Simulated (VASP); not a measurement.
# Nb (I4/mmm) in VASP: a series of runs, part 2 of 3

VASP 6.6.1.

## (3) Single point, PBE (strain +0.000 along x and y, -0.030 along z)

Contents of INCAR:

```
SYSTEM = Nb
ALGO     = Fast           ! electronic algorithm
EDIFF    = 1E-6           ! SCF threshold, eV
ENCUT    = 520            ! plane-wave cutoff, eV
GGA      = PE             ! functional
ISIF     = 2              ! what is computed and relaxed
ISMEAR   = 0              ! smearing method
LASPH    = .TRUE.         ! aspherical terms in the spheres
LCHARG   = .FALSE.        ! write CHGCAR
LREAL    = .FALSE.        ! projectors in reciprocal space
LWAVE    = .FALSE.        ! write WAVECAR
NBANDS   = 12             ! bands
NELM     = 100            ! most SCF steps
PREC     = Accurate       ! precision mode
SIGMA    = 0.15           ! smearing width, eV
```

Contents of KPOINTS:

```
k-points
0
G
  20 20 20
  0 0 0
```

Contents of POSCAR:

```
Nb
1.0
   -1.6639500000      1.6639500000      1.6140315000
    1.6639500000     -1.6639500000      1.6140315000
    1.6639500000      1.6639500000     -1.6140315000
Nb
1
Direct
    0.0000000000      0.0000000000      0.0000000000
```

Potentials or basis: VASP PAW PBE potentials, release 64 (Nb_sv).

Launch:

```sh
cat potpaw_PBE.64/Nb_sv/POTCAR > POTCAR
mpirun -np 1 vasp_std > vasp.out
```

OUTCAR:

```text
SYSTEM = Nb
   EDIFF = 1E-6
   ENCUT = 520
   GGA = PE
   ISIF = 2
   ISMEAR = 0
   LASPH = .TRUE.
   LREAL = .FALSE.
   NELM = 100
   PREC = Accurate

 ion  position               nearest neighbor table
   1  0.000  0.000  0.000-

  LATTYP: Found a body centered tetragonal cell.
 ALAT       =     3.3279000000
 C/A-ratio  =     0.9700000000

  Lattice vectors:

 A1 = (  -1.6639500000,   1.6639500000,   1.6140315000)
 A2 = (   1.6639500000,  -1.6639500000,   1.6140315000)
 A3 = (   1.6639500000,   1.6639500000,  -1.6140315000)

Analysis of symmetry for initial positions (statically):
=====================================================================
 Subroutine PRICEL returns:
 Original cell was already a primitive cell.

 Routine SETGRP: Setting up the symmetry group for a
 body centered tetragonal supercell.

 Subroutine GETGRP returns: Found 16 space group operations
 (whereof 16 operations were pure point group operations)
 out of a pool of 16 trial point group operations.

The static configuration has the point symmetry D_4h.

Analysis of symmetry for dynamics (positions and initial velocities):
=====================================================================
 Subroutine PRICEL returns:
 Original cell was already a primitive cell.

 Routine SETGRP: Setting up the symmetry group for a
 body centered tetragonal supercell.

 Subroutine GETGRP returns: Found 16 space group operations
 (whereof 16 operations were pure point group operations)
 out of a pool of 16 trial point group operations.

The dynamic configuration has the point symmetry D_4h.

 Subroutine INISYM returns: Found 16 space group operations
 (whereof 16 operations are pure point group operations),
 and found     1 'primitive' translations

----------------------------------------------------------------------------------------

                                     Primitive cell

  volume of cell :      17.8753

  direct lattice vectors                    reciprocal lattice vectors
    -1.663950000  1.663950000  1.614031500     0.000000000  0.300489798  0.309783297
     1.663950000 -1.663950000  1.614031500     0.300489798  0.000000000  0.309783297
     1.663950000  1.663950000 -1.614031500     0.300489798  0.300489798  0.000000000

  length of vectors
     2.853516583  2.853516583  2.853516583     0.431578278  0.431578278  0.424956748

  position of ions in fractional coordinates (direct lattice)
     0.000000000  0.000000000  0.000000000

  ion indices of the primitive-cell ions
   primitive index   ion index
                 1           1

----------------------------------------------------------------------------------------

 KPOINTS: k-points

Automatic generation of k-mesh.
 Grid dimensions read from file:
 generate k-points for:   20   20   20

 Generating k-lattice:

  Cartesian coordinates                     Fractional coordinates (reciprocal lattice)
     0.000000000  0.015024490  0.015489165     0.050000000  0.000000000 -0.000000000
     0.015024490  0.000000000  0.015489165     0.000000000  0.050000000 -0.000000000
     0.015024490  0.015024490  0.000000000     0.000000000  0.000000000  0.050000000

  Length of vectors
     0.021578914  0.021578914  0.021247837

  Shift w.r.t. Gamma in fractional coordinates (k-lattice)
     0.000000000  0.000000000  0.000000000

 Subroutine IBZKPT returns following result:
 ===========================================

 Found    641 irreducible k-points:

 Following reciprocal coordinates:
            Coordinates               Weight
  0.000000  0.000000  0.000000      1.000000
  0.050000 -0.000000  0.000000      8.000000
  0.100000  0.000000  0.000000      8.000000
  0.150000  0.000000 -0.000000      8.000000
  0.200000  0.000000  0.000000      8.000000
  0.250000  0.000000  0.000000      8.000000
[... 16 lines left out ...]
 -0.400000  0.050000 -0.000000     16.000000
 -0.350000  0.050000 -0.000000     16.000000
 [... further k-points ...]
   k-points           NKPTS =    641   k-points in BZ     NKDIM =    641   number of bands    NBANDS=     12
   number of dos      NEDOS =    301   number of ions     NIONS =      1
   total plane-waves  NPLWV =  13824
   dimension x,y,z NGX =    24 NGY =   24 NGZ =   24
   dimension x,y,z NGXF=    48 NGYF=   48 NGZF=   48
   ions per type =               1
   NGX,Y,Z   is equivalent  to a cutoff of  13.98, 13.98, 13.98 a.u.
   NGXF,Y,Z  is equivalent  to a cutoff of  27.96, 27.96, 27.96 a.u.
 SYSTEM =  Nb
   PREC   = accura    normal or accurate (medium, high low for compatibility)
   ISTART =      0    job   : 0-new  1-cont  2-samecut
   ICHARG =      2    charge: 1-file 2-atom 10-const
   ISPIN  =      1    spin polarized calculation?
   LNONCOLLINEAR =      F non collinear calculations
   LSORBIT =      F    spin-orbit coupling
   LASPH  =      T    aspherical Exc in radial PAW
   ENCUT  =  520.0 eV  38.22 Ry    6.18 a.u.   5.31  5.31  5.31*2*pi/ulx,y,z
   NELM   =    100;   NELMIN=  2; NELMDL= -5     # of ELM steps
   EDIFF  = 0.1E-05   stopping-criterion for ELM
   LREAL  =      F    real-space projection
   EDIFFG = 0.1E-04   stopping-criterion for IOM
   NSW    =      0    number of steps for IOM
   IBRION =     -1    ionic relax: 0-MD 1-quasi-New 2-CG
   NFREE  =      0    steps in history (QN), initial steepest desc. (CG)
   ISIF   =      2    stress and relaxation
   ISYM   =      2    0-nonsym 1-usesym 2-fastsym
   POTIM  = 0.5000    time-step for ionic-motion
   TEBEG  =    0.0;   TEEND  =   0.0 temperature during run
   PSTRESS=    0.0 pullay stress
   NELECT =      13.0000    total number of electrons
   NUPDOWN=      -1.0000    fix difference up-down
   EMIN   =  10.00;   EMAX   =-10.00  energy-range for DOS
   EFERMI =   0.00;   METHOD = LEGACY
   ISMEAR =     0;   SIGMA  =   0.15  broadening in eV -4-tet -1-fermi 0-gaus
   EFERMI_NEDOS =   21; number of points for ismear=-14 and -15
   IALGO  =     68    algorithm
   IMIX   =      4    mixing-type and parameters
     AMIX     =   0.40;   BMIX     =  1.00
     AMIX_MAG =   1.60;   BMIX_MAG =  1.00
  volume/ion in A,a.u.               =      17.88       120.63
  Fermi-wavevector in a.u.,A,eV,Ry     =   1.472217  2.782086 29.489571  2.167422
  Thomas-Fermi vector in A             =   2.587258
   LORBIT       =      0    0 simple, 1 ext, 2 COOP (PROOUT), +10 PAW based schemes
   GGA     = PE    functional components
   LHFCALC =     F    Hartree Fock is set to
   AEXX    =    0.0000 exact exchange contribution
   IVDW    =     0    specifies the selected vdW correction
   LEPSILON=     F    determine dielectric tensor
   LRPA    =     F    only Hartree local field effects (RPA)
 non-spin polarized calculation
 RMM-DIIS sequential band-by-band and
 Gauss-broadening in eV      SIGMA  =   0.15
  energy-cutoff  :      520.00
  volume of cell :       17.88
 maximum number of plane-waves:       492
 NGX is ok and might be reduce to    24
   NGX = 11   NGY = 11   NGZ = 11

 number of electron      13.0000000 magnetization

 Free energy of the ion-electron system (eV)
  ---------------------------------------------------
  ext. energy  EPLUGINS =         0.00000000
  ---------------------------------------------------
  free energy    TOTEN  =       -10.21908752 eV

  energy without entropy =      -10.20227972  energy(sigma->0) =      -10.21068362

 E-fermi :  11.2975     XC(G=0): -12.5390

 val. band max:       11.2963669273   @ k =  -0.1000   0.1500   0.0500
 cond. band min:      11.2980751038   @ k =  -0.2000   0.4000   0.2000
 fundamental gap:      0.0017081765
 Fermi energy:        11.2974736238

 k-point     1 :       0.0000    0.0000    0.0000
  band No.  band energies     occupation
      1     -43.0699      2.00000
      2     -18.3507      2.00000
      3     -18.3507      2.00000
      4     -18.3495      2.00000
      5       5.3266      2.00000
      6      11.4283      0.21733
      7      11.7770      0.00001
      8      11.7770      0.00001
      9      14.3400      0.00000
     10      14.8150      0.00000
     11      25.3559      0.00000
     12      25.3658      0.00000
[... 331 lines left out ...]
 k-point    24 :      -0.3500    0.0500   -0.0000
  band No.  band energies     occupation
      1     -42.8832      2.00000
      2     -19.3761      2.00000
      3     -18.6842      2.00000
      4     -18.3817      2.00000
      5       7.7673      2.00000
      6       9.9874      2.00000
      7      11.5287      0.02926
      8      14.4152      0.00000
      9      14.9708      0.00000
     10      15.5270      0.00000
     11      24.5957      0.00000
     12      26.2358      0.00000

 [... further k-points ...]
[... 5 lines left out ...]
  --------------------------------------------------------------------------------------
  -------------------------------------------------------------------------------------
  Total        0.1061163      0.1061163      0.4681518      0.0000000     -0.0000000      0.0000000
  in kB        9.5113087      9.5113087     41.9608915      0.0000000     -0.0000000      0.0000000
  external PRESSURE =      20.3278363 kB  Pullay stress =       0.0000000 kB

 VOLUME and BASIS-vectors are now :
 -----------------------------------------------------------------------------
  energy-cutoff  :      520.00
  volume of cell :       17.88
      direct lattice vectors                 reciprocal lattice vectors
    -1.663950000  1.663950000  1.614031500     0.000000000  0.300489798  0.309783297
     1.663950000 -1.663950000  1.614031500     0.300489798  0.000000000  0.309783297
     1.663950000  1.663950000 -1.614031500     0.300489798  0.300489798  0.000000000

 POSITION                                       TOTAL-FORCE (eV/Angst)
 -----------------------------------------------------------------------------------
      0.00000      0.00000      0.00000         0.000000      0.000000      0.000000
 -----------------------------------------------------------------------------------
    total drift:                               -0.000000      0.000000      0.000000

  FREE ENERGIE OF THE ION-ELECTRON SYSTEM (eV)
  ---------------------------------------------------
  free  energy   TOTEN  =       -10.2190875217 eV

  energy  without entropy=      -10.2022797218  energy(sigma->0) =      -10.21068362
```

It took 91 s on 1 thread of Intel Xeon 6975P-C (Granite Rapids), shared host; peak memory 0.24 GiB.

Results:

| Item | Value |
| --- | --- |
| Free energy | -10.2191 eV |
| Pressure | 2.0 GPa |

Stress tensor (GPa, compression positive):
```
0.95 0.00 0.00
0.00 0.95 0.00
0.00 0.00 4.20
```

Caveat: the cell differs from its parent crystal (strain +0.000 along x and y, -0.030 along z).

(Part 2 of 3 ends here.)
